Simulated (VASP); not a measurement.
Write the native input for VASP 6.6.1 that does the following.

```yaml
Task: single point
Functional: PBE
Dispersion: D3(BJ)
Potentials_or_basis: VASP PAW PBE potentials, release 64 (O, H, S)
Cutoff: 520 eV
k_mesh: 1 × 1 × 1
Occupations: fermi-dirac, width 0.02 eV
Spin: no spin polarisation
Dipole_correction: no
Further_INCAR_settings: LREAL = Auto; ALGO = Normal; EDIFF = 1e-06; NBANDS = 71
```

The structure of H20SO12 lies in POSCAR:

```
H20SO12
1.0
    7.8633030000      0.0000000000      0.0000000000
    0.0000000000      7.8633030000      0.0000000000
    0.0000000000      0.0000000000      7.8633030000
O H S
12 20 1
Direct
    0.0097668880      0.1715945577      0.1566390103
    0.2739052533      0.7135423880     -0.1179911292
    0.8785621004      0.0757188169      0.5426091300
    0.3198019967      0.9739164318      0.1171136353
    0.6557676844      0.3065887198      0.6350893511
    0.5753180311      0.6636015425      0.6221685722
    0.6325840426      0.1561176010      0.9432804510
    0.3423370561      0.7320842145      0.3880557572
    0.5178866947      0.5064538401      0.0053539842
    0.2706114720      0.1531036004      0.7387226462
    1.0030263364      0.6874464840      0.6490529489
    1.0514919748      0.4236896378      0.8205966373
    0.0276982840      0.2366435581      0.0531583229
    0.1074866376      0.0952144411      0.1534596848
    0.2732821055      0.8057936976     -0.0353795345
    0.3475511499      0.6247374672     -0.0641206373
    0.9352303987      0.1076646798      0.4389885523
    0.9752771831      0.0685716931      0.6231223698
    0.4159066489      1.0289823500      0.0559942813
    0.3652027653      0.8891683304      0.2004882681
    0.6882603913      0.4127273234      0.5883659831
    0.7501809354      0.2184196641      0.5922320429
    0.6797270816      0.7224190649      0.6279295100
    0.5088574102      0.6574718029      0.7290829312
    0.7378960216      0.1232560923      1.0043616531
    0.6616430780      0.2132945913      0.8342804544
    0.2241170155      0.7406683934      0.4258770138
    0.4222525827      0.7603547771      0.4830031349
    0.5012778981      0.5443132485      0.1276181269
    0.5449999828      0.3835411150      0.0071471238
    0.2186485755      0.2433582936      0.8107152936
    0.3749442187      0.1954013472      0.6950768653
    1.0038148091      0.6037412014      0.8164507968
```

One way to write it, as run:

INCAR

```
SYSTEM = H20SO12
PREC = Accurate ; ENCUT = 520
EDIFF = 1E-6 ; ISMEAR = -1
SIGMA = 0.02 ; LREAL = Auto
LASPH = .True. ; NELM = 120
ALGO = Normal ; ISIF = 2
LWAVE = .False. ; LCHARG = .True.
GGA = PE ; IVDW = 12
LELF = .True. ; LVHAR = .True.
NBANDS = 71 ; GGA_COMPAT = .False.
```

KPOINTS

```
regular mesh
0
Gamma
  1 1 1
  0 0 0
```

Potentials or basis: VASP PAW PBE potentials, release 64 (O, H, S).

Command:

```sh
$ cat potpaw_PBE.64/O/POTCAR potpaw_PBE.64/H/POTCAR potpaw_PBE.64/S/POTCAR > POTCAR
$ mpirun -np 1 vasp_gam > vasp.out
```

It gave:

```yaml
Pressure: -1.1 GPa
Largest_force: 3.000 eV/Å
Band_gap_on_the_k_mesh: 3.03 eV
Dispersion_energy_per_atom: -0.029 eV
```

Caveat: the k points lie up to 0.80 Å⁻¹ apart.

Wall time 44 s on 1 thread of AMD EPYC 9R45 96-Core Processor (Zen 5), with other jobs on the host, peak memory 0.42 GiB.
